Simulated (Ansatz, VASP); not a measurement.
One calculation of Si2W, two programs

File INCAR:

```
ALGO     = Normal         # electronic algorithm
EDIFF    = 1E-6           # SCF threshold, eV
ENCUT    = 520            # plane-wave cutoff, eV
ISIF     = 2              # what is computed and relaxed
ISMEAR   = 0              # smearing method
LASPH    = T              # aspherical terms in the spheres
LCHARG   = F              # write CHGCAR
LREAL    = F              # projectors in reciprocal space
LWAVE    = F              # write WAVECAR
NBANDS   = 43             # bands
NELM     = 100            # most SCF steps
PREC     = Accurate       # precision mode
SIGMA    = 0.03           # smearing width, eV
```

KPOINTS

```
k-points
0
Gamma
  9 9 6
```

POSCAR

```
Si2W
1.0
    4.6797998650      0.0000000000      0.0000000000
   -2.3398999325      4.0528255677      0.0000000000
    0.0000000000      0.0000000000      6.2119663407
Si W
6 3
Direct
    0.8466874044      0.6933748088      0.5000000000
    0.1533125956      0.8466874044      0.8333333333
    0.6933748088      0.8466874044      0.1666666667
    0.1533125956      0.3066251912      0.5000000000
    0.8466874044      0.1533125956      0.8333333333
    0.3066251912      0.1533125956      0.1666666667
    0.0000000000      0.5000000000      0.1666666667
    0.5000000000      0.5000000000      0.8333333333
    0.5000000000      0.0000000000      0.5000000000
```

Input for Ansatz:

```yaml
crystal:
  lattice:
    - [4.679799865, 0.0, 0.0]
    - [-2.3398999325, 4.0528255677, 0.0]
    - [0.0, 0.0, 6.2119663407]
  atoms:
    - { symbol: Si, position: [0.8466874044, 0.6933748088, 0.5] }
    - { symbol: Si, position: [0.1533125956, 0.8466874044, 0.8333333333] }
    - { symbol: Si, position: [0.6933748088, 0.8466874044, 0.1666666667] }
    - { symbol: Si, position: [0.1533125956, 0.3066251912, 0.5] }
    - { symbol: Si, position: [0.8466874044, 0.1533125956, 0.8333333333] }
    - { symbol: Si, position: [0.3066251912, 0.1533125956, 0.1666666667] }
    - { symbol: W, position: [0.0, 0.5, 0.1666666667] }
    - { symbol: W, position: [0.5, 0.5, 0.8333333333] }
    - { symbol: W, position: [0.5, 0.0, 0.5] }
basis:
  ecutwfc: 420
kpoints:
  mp_grid: { grid: [9, 9, 6] }
hamiltonian:
  xc: lda
  pseudopotentials: { kind: paw, azcp: { folder: soft_1 } }
scf:
  occupations: { method: gaussian, width: 0.03 }
output:
  forces: true
  stress: true
  eigenvalues: true
```

Alike in both runs: task single point; functional LDA; k mesh 9 × 9 × 6; occupations gaussian, width 0.03 eV; no spin polarisation.

|  | VASP | Ansatz |
| --- | --- | --- |
| version | VASP 6.6.1 | Ansatz 0.2.0 |
| potentials or method | VASP PAW LDA potentials, release 64 (Si, W_sv), cutoff 520 eV | scalar-relativistic, plane waves, PAW |
| valence electrons in the cell | 66 | 66 |

Ansatz gave:

| Quantity | Value |
| --- | --- |
| gap on the k mesh at the Fermi level (eV) | none |
| pressure (GPa) | 3.2 |
| traceless stress, the component that is largest in VASP (GPa) | 14.95 |
| rms of the force components (eV/Å) | 0.617 |

Question: What did VASP give for the same quantities?

Answer: gap on the k mesh at the Fermi level (eV): none; pressure (GPa): 3.9; traceless stress, the component that is largest in VASP (GPa): 15.03; rms of the force components (eV/Å): 0.612.

Ansatz warns that its potentials were made for another functional, while VASP's fit it. LDA's correlation is that of Perdew and Zunger in VASP and of Perdew and Wang (1992) in Ansatz. Atom by atom the forces differ by 0.005 eV/Å (rms over components). A gap of «none» marks a metal or a gap that the smearing closes.

Neither program's run includes spin-orbit coupling.
